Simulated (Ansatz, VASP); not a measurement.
**BaBe: VASP beside Ansatz**

```xyz
4
Lattice="0.0000 3.5142 5.1836 3.0695 0.0000 5.1836 3.0695 3.5142 0.0000" Properties=species:S:1:pos:R:3 pbc="T T T"
Ba    1.5348    0.0000    2.5918
Ba    1.5348    3.5142    2.5918
Be    3.0695    3.5142    1.2959
Be    3.0695    3.5142    9.0714
```

Alike in both runs: task relaxation of cell and atoms; functional PBE; k mesh 4 × 4 × 4; occupations gaussian, width 0.1 eV; no spin polarisation.

```csv
,VASP,Ansatz
version,VASP 6.6.1,Ansatz 0.2.0
potentials or method,"VASP PAW PBE potentials, release 64 (Ba_sv, Be), cutoff 600 eV","scalar-relativistic, plane waves, PAW"
valence electrons in the cell,24,24
```

Ansatz gave:

| Property | Result |
| --- | --- |
| gap on the k mesh at the Fermi level, each at its own relaxed structure (eV) | none |
| relaxed volume (Å³/atom) | 48.04 |
| relaxed length of the cell vector where the two differ most in proportion (Å) | 6.328 |

Q: What did VASP give for the same quantities?

A: gap on the k mesh at the Fermi level, each at its own relaxed structure (eV): none; relaxed volume (Å³/atom): 48.32; relaxed length of the cell vector where the two differ most in proportion (Å): 6.374.

A gap of «none» marks a metal or a gap that the smearing closes.

The k mesh is coarse, so the values compare programs but aren't converged. Spin-orbit coupling is off throughout. Noted on VASP's run: the volume moved by over 15 % at a fixed basis, so the end points are rough.
